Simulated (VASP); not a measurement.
# InReSe4 (F-43m) in VASP: a series of runs, part 2 of 2

VASP 6.6.1. The steps go on from the part before.

## 4. Relaxation of cell and atoms, PBE, collinear spin

Input file INCAR:

```
PREC = Accurate
ENCUT = 600
EDIFF = 1E-7
ISMEAR = 0
SIGMA = 0.1
LREAL = False
LASPH = True
NELM = 150
ALGO = Normal
ISIF = 3
LWAVE = False
LCHARG = False
ISPIN = 2
MAGMOM = 0 4.51 0 0 0 0
LORBIT = 11
LMAXMIX = 4
GGA = PE
IBRION = 2
NSW = 100
EDIFFG = -0.01
KPAR = 4
```

Input file KPOINTS:

```
regular mesh
0
Gamma
  8 8 8
```

Input file POSCAR:

```
InReSe4
1.0
    0.0000000000      4.1790446400      4.1790446400
    4.1790446400      0.0000000000      4.1790446400
    4.1790446400      4.1790446400      0.0000000000
In Re Se
1 1 4
Direct
    0.0000000000      0.0000000000      0.0000000000
    0.7500000000      0.7500000000      0.7500000000
    0.8735502700      0.3754832400      0.3754832400
    0.3754832400      0.3754832400      0.3754832400
    0.3754832400      0.8735502700      0.3754832400
    0.3754832400      0.3754832400      0.8735502700
```

Potentials or basis: VASP PAW PBE potentials, release 64 (In_d, Re, Se).

Run with:

```sh
cat potpaw_PBE.64/In_d/POTCAR potpaw_PBE.64/Re/POTCAR potpaw_PBE.64/Se/POTCAR > POTCAR
mpirun -np 4 vasp_std > vasp.out
```

OUTCAR:

```text
PREC = Accurate
   ENCUT = 600
   EDIFF = 1E-7
   ISMEAR = 0
   LREAL = False
   LASPH = True
   NELM = 150
   ISIF = 3
   ISPIN = 2
   LORBIT = 11
   GGA = PE
   IBRION = 2
   NSW = 100
   EDIFFG = -0.01

 ion  position               nearest neighbor table
   1  0.000  0.000  0.000-   2 3.62   2 3.62   2 3.62   2 3.62
   2  0.750  0.750  0.750-   1 3.62   1 3.62   1 3.62   1 3.62
   3  0.874  0.375  0.375-
   4  0.375  0.375  0.375-
   5  0.375  0.874  0.375-
   6  0.375  0.375  0.874-

  LATTYP: Found a face centered cubic cell.
 ALAT       =     8.3580892800

  Lattice vectors:

 A1 = (   0.0000000000,   4.1790446400,   4.1790446400)
 A2 = (   4.1790446400,   0.0000000000,   4.1790446400)
 A3 = (   4.1790446400,   4.1790446400,   0.0000000000)

[... 1906 lines left out ...]
  free energy    TOTEN  =       -21.86213553 eV

  energy without entropy =      -21.83574280  energy(sigma->0) =      -21.84893917

 E-fermi :   5.4197     XC(G=0): -10.2887

 val. band max:        5.4142181647   @ k =  -0.2500   0.2500   0.0000
 cond. band min:       5.4214954403   @ k =   0.5000   0.2500   0.1250
 fundamental gap:      0.0072772756
 Fermi energy:         5.4197366863

 spin component 1

 k-point     1 :       0.0000    0.0000    0.0000
  band No.  band energies     occupation
      1     -10.3831      1.00000
      2      -8.9370      1.00000
      3      -8.9370      1.00000
      4      -8.9370      1.00000
      5      -8.9236      1.00000
      6      -8.9236      1.00000
[... 1516 lines left out ...]
  FREE ENERGIE OF THE ION-ELECTRON SYSTEM (eV)
  ---------------------------------------------------
  free  energy   TOTEN  =       -21.8621355305 eV

  energy  without entropy=      -21.8357428019  energy(sigma->0) =      -21.84893917

 reached required accuracy - stopping structural energy minimisation

 total charge

# of ion       s       p       d       tot
------------------------------------------
    1        1.109   0.269   9.858  11.236
    2        0.477   0.115   4.559   5.151
    3        1.541   2.070   0.053   3.664
    4        1.541   2.070   0.053   3.664
    5        1.541   2.070   0.053   3.664
    6        1.541   2.070   0.053   3.664
--------------------------------------------------
tot          7.748   8.665  14.631  31.044

 magnetization (x)

# of ion       s       p       d       tot
------------------------------------------
    1        0.040   0.005   0.005   0.050
    2        0.208   0.026   3.579   3.814
    3        0.002   0.013   0.003   0.018
    4        0.002   0.013   0.003   0.018
    5        0.002   0.013   0.003   0.018
    6        0.002   0.013   0.003   0.018
--------------------------------------------------
tot          0.257   0.084   3.596   3.937
```

OSZICAR:

```text
N       E                     dE             d eps       ncg     rms          rms(c)
DAV:   1     0.338485586970E+03    0.33849E+03   -0.20321E+04  4968   0.172E+03
DAV:   2     0.210165091335E+02   -0.31747E+03   -0.30582E+03  5304   0.438E+02
DAV:   3    -0.193927129285E+02   -0.40409E+02   -0.37857E+02  5328   0.136E+02
[... 60 lines left out ...]
DAV:   2    -0.218621226181E+02   -0.60966E-03   -0.63482E-03  4440   0.412E-01    0.241E-02
DAV:   3    -0.218621376909E+02   -0.15073E-04   -0.25728E-04  5224   0.135E-01    0.152E-02
DAV:   4    -0.218621351321E+02    0.25587E-05   -0.19887E-05  4636   0.273E-02    0.947E-03
DAV:   5    -0.218621354358E+02   -0.30364E-06   -0.48068E-06  4792   0.144E-02    0.382E-03
DAV:   6    -0.218621355305E+02   -0.94733E-07   -0.36745E-07  3648   0.489E-03
   6 F= -.21862136E+02 E0= -.21848939E+02  d E =-.170192E-02  mag=     4.5586
```

Wall time 9.9 min (4 MPI ranks of Oxide Virtual Turin-like, shared host); peak memory 0.58 GiB.

What came out:

```
Free energy                                           : -21.8621 eV
Relaxed volume                                        : 23.09 Å³/atom
Relaxed cell                                          : a = 5.808 Å, b = 5.808 Å, c = 5.808 Å, α = 60.00°, β = 60.00°, γ = 60.00°
Space group after relaxing (to 0.1 Å)                 : F-43m (No. 216)
Energy gained by relaxing                             : 8.2 meV/atom
Ionic steps                                           : 6
Pressure after relaxing                               : 0.0 GPa
Net moment                                            : 4.56 μB per cell
Site moments                                          : In +0.05; Re +3.81; Se +0.02 μB
Valence electrons inside the program's atomic spheres : In 11.24; Re 5.15; Se 3.66
```

The path:
| step | energy change (eV) | largest force (eV/Å) | pressure (GPa) | volume (Å³) |
| --- | --- | --- | --- | --- |
| 1 | 0.0000 | 0.1054 | -1.93 | 145.97 |
| 2 | -0.0460 | 0.0911 | -0.33 | 139.88 |
| 3 | -0.0475 | 0.0885 | 0.04 | 138.65 |
| 4 | -0.0475 | 0.0882 | 0.08 | 138.50 |
| 5 | -0.0487 | 0.0451 | 0.06 | 138.52 |
| 6 | -0.0492 | 0.0003 | 0.04 | 138.55 |

Final structure:
```
In Re Se
1.0
     0.00000    4.10696    4.10696
     4.10696    0.00000    4.10696
     4.10696    4.10696    0.00000
In Re Se
1 1 4
Direct
  0.00000 0.00000 0.00000
  0.75000 0.75000 0.75000
  0.87024 0.37659 0.37659
  0.37659 0.37659 0.37659
  0.37659 0.87024 0.37659
  0.37659 0.37659 0.87024
```

Levels at points of the mesh, in eV from the Fermi level:
Spin up:
```tsv
k point	band 20	band 21	band 22	band 23	band 24	band 25	band 26	band 27	band 28
(0.00, 0.00, 0.00)	-0.90	-0.90	-0.32	0.90	0.90	0.90	0.93	0.93	0.93
(0.50, 0.00, 0.00)	-1.44	-1.44	-1.44	-0.94	-0.94	0.03	1.00	1.88	1.88
(0.50, 0.50, 0.00)	-1.95	-1.65	-1.65	-1.58	-0.85	-0.23	0.65	1.75	1.75
```
Spin down:
```csv
k point,band 17,band 18,band 19,band 20,band 21,band 22,band 23,band 24
"(0.00, 0.00, 0.00)",0.17,0.17,0.17,0.92,0.92,0.92,1.17,1.46
"(0.50, 0.00, 0.00)",-2.36,-2.36,-2.32,0.52,0.60,0.60,0.98,1.10
"(0.50, 0.50, 0.00)",-2.44,-2.44,-2.17,-0.84,0.25,0.25,0.40,0.95
```

Caveat: spin-orbit coupling is left out, which moves the levels of the heavy elements.

## 5. Overview

| task | cell | k mesh | cutoff (eV) | gap on the mesh (eV) | pressure (GPa) | moment (μB) | largest force (eV/Å) |
| --- | --- | --- | --- | --- | --- | --- | --- |
| single point | a = 5.910 Å, angles 60.0°, 6 atoms, atomic positions A | 4 × 4 × 4 | 520 | none | -1.5 | 4.56 | 0.15 |
| single point | a = 5.811 Å, angles 60.0°, 6 atoms, atomic positions B | 8 × 8 × 8 | 520 | none | -0.1 | 4.56 | 0.01 |
| relaxation of cell and atoms | relaxed from a = 5.910 Å, angles 60.0°, 6 atoms, atomic positions A | 8 × 8 × 8 | 600 | none | 0.0 | 4.56 | - |

Alike in all rows: level PBE; potentials or basis VASP PAW PBE potentials, release 64 (In_d, Re, Se); spin collinear; smearing gaussian 0.1 eV.

Caveats: spin-orbit coupling is left out, which moves the levels of the heavy elements.

Absolute energies hang on the potentials; compare differences alone.

The gap in the log of VASP goes by the Fermi energy; the results here count the filled bands.